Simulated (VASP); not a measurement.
Rh, 2 atoms in the cell. Symmetry: P6_3/mmc, No. 194, hexagonal system. The conventional cell has a = 2.779 Å, b = 2.779 Å, c = 4.321 Å, α = 90.00°, β = 90.00°, γ = 120.00°. Rh (site symmetry -6m2) has 12 Rh at 2.69 to 2.78 Å within 3.5 Å.  This cell differs from its parent crystal: biaxial strain in the a-b plane: +2.0 %, then relaxed in part.

- Program: VASP 6.6.1
- Task: single point
- Functional: PBE
- Potentials or basis: VASP PAW PBE potentials, release 64 (Rh_pv)
- Cutoff: 520 eV
- k mesh: 24 × 24 × 12
- Occupations: gaussian, width 0.1 eV
- Spin: no spin polarisation
- Dipole correction: no
- Further INCAR settings: ALGO = Fast; EDIFF = 1e-06; NBANDS = 22

Potentials or basis: VASP PAW PBE potentials, release 64 (Rh_pv).

Run with:

```sh
$ cat potpaw_PBE.64/Rh_pv/POTCAR > POTCAR
$ mpirun -np 1 vasp_std > vasp.out
```

Hardware: 1 thread of Intel(R) Xeon(R) 6975P-C (Granite Rapids) (shared host).

Task: Estimate the wall time of this run.

Result: It took 80 s on 1 thread of Intel(R) Xeon(R) 6975P-C (Granite Rapids), with other jobs on the host, peak memory 0.31 GiB. Counts: scf iterations 13, k points 427.
